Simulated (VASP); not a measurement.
Write the native input for VASP 6.6.1 that does the following.

```yaml
Task: single point
Functional: PBEsol
Potentials_or_basis: VASP PAW PBE potentials, release 64 (C, O)
Cutoff: 520 eV
k_mesh: 7 × 7 × 7
Occupations: fermi-dirac, width 0.0371 eV
Spin: non-collinear spin, zero start, spin-orbit coupling
Starting_moments: "[[0.0, 0.0, 0.0], [0.0, 0.0, 0.0], [0.0, 0.0, 0.0], [0.0, 0.0, 0.0], [0.0, 0.0, 0.0], [0.0, 0.0, 0.0]] μB"
Dipole_correction: no
k_mesh_for_the_DOS: 11 × 11 × 11
Occupations_for_the_DOS: tetrahedron
Further_INCAR_settings: ALGO = Normal; EDIFF = 1e-06; NBANDS = 48
```

Crystal: CO2.

```
C O
1.0
    -1.77589    1.77589    2.95918
     1.77589   -1.77589    2.95918
     1.77589    1.77589   -2.95918
C O
2 4
Direct
  0.00000 0.00000 0.00000
  0.75000 0.25000 0.50000
  0.37500 0.33900 0.46400
  0.66100 0.12500 0.03600
  0.87500 0.91100 0.53600
  0.08900 0.62500 0.96400
```

One way to write it, as run:

POSCAR

```
CO2
1.0
   -1.7758893900      1.7758893900      2.9591823300
    1.7758893900     -1.7758893900      2.9591823300
    1.7758893900      1.7758893900     -2.9591823300
C O
2 4
Direct
    0.0000000000      0.0000000000      0.0000000000
    0.7500000000      0.2500000000      0.5000000000
    0.3750000000      0.3390000000      0.4640000000
    0.6610000000      0.1250000000      0.0360000000
    0.8750000000      0.9110000000      0.5360000000
    0.0890000000      0.6250000000      0.9640000000
```

INCAR.step1

```
  PREC = Accurate
  ENCUT = 520
  EDIFF = 1E-6
  ISMEAR = -1
  SIGMA = 0.0371
  LREAL = False
  LASPH = True
  NELM = 150
  ALGO = Normal
  ISIF = 2
  LWAVE = False
  LCHARG = True
  MAGMOM = 0 0 0 0 0 0 0 0 0 0 0 0 0 0 0 0 0 0
  LSORBIT = True
  GGA_COMPAT = False
  LORBMOM = True
  GGA = PS
  NBANDS = 48
```

KPOINTS.step1

```
regular mesh
0
Gamma
  7 7 7
```

INCAR.step2

```
  PREC = Accurate
  ENCUT = 520
  EDIFF = 1E-6
  ISMEAR = -5
  SIGMA = 0.0371
  LREAL = False
  LASPH = True
  NELM = 150
  ALGO = Normal
  ISIF = 2
  LWAVE = False
  LCHARG = False
  MAGMOM = 0 0 0 0 0 0 0 0 0 0 0 0 0 0 0 0 0 0
  LORBIT = 10
  LSORBIT = True
  GGA_COMPAT = False
  LORBMOM = True
  GGA = PS
  NBANDS = 48
  NEDOS = 1001
  ICHARG = 11
```

KPOINTS.step2

```
regular mesh
0
Gamma
  11 11 11
```

Potentials or basis: VASP PAW PBE potentials, release 64 (C, O).

Command:

```bash
$ cat potpaw_PBE.64/C/POTCAR potpaw_PBE.64/O/POTCAR > POTCAR
$ cp INCAR.step1 INCAR
$ cp KPOINTS.step1 KPOINTS
$ mpirun -np 1 vasp_ncl > vasp.out
$ cp INCAR.step2 INCAR
$ cp KPOINTS.step2 KPOINTS
$ mpirun -np 1 vasp_ncl > vasp.out
```

It gave:

* Net moment: 0.00 μB per cell
* Valence electrons inside the program's atomic spheres: C 2.44; O 5.21

It took 6.2 min on 1 thread of AMD EPYC 9R45 96-Core Processor (Zen 5) (shared host), peak memory 0.55 GiB.
